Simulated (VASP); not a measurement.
K: single point with PBE

The system is K.

```xyz
1
Lattice="-2.6358 2.6358 2.6358 2.6358 -2.6358 2.6358 2.6358 2.6358 -2.6358" Properties=species:S:1:pos:R:3 pbc="T T T"
K     0.0000    0.0000    0.0000
```

```yaml
Program: VASP 6.6.1
Task: single point
Functional: PBE
Potentials_or_basis: VASP PAW PBE potentials, release 64 (K_sv)
Cutoff: 520 eV
k_mesh: 7 × 7 × 7
Occupations: fermi-dirac, width 0.05 eV
Spin: no spin polarisation
Dipole_correction: no
Further_INCAR_settings: ALGO = Normal; EDIFF = 1e-06; NBANDS = 10
```

```json
{
  "Pressure": "0.0 GPa",
  "Band gap on the k mesh": "zero (an odd number of electrons rules out a gap without spin polarisation)"
}
```

Levels at points of the mesh, in eV from the Fermi level:
```
           k point  band 1  band 2  band 3  band 4  band 5  band 6  band 7  band 8  band 9  band 10
(0.00, 0.00, 0.00)  -32.12  -15.57  -15.57  -15.57   -2.15    4.31    4.31    4.31    5.22     5.22
```

Wall time 14 s on 1 thread of Intel Xeon 8259CL, on a shared host, peak memory 0.19 GiB.
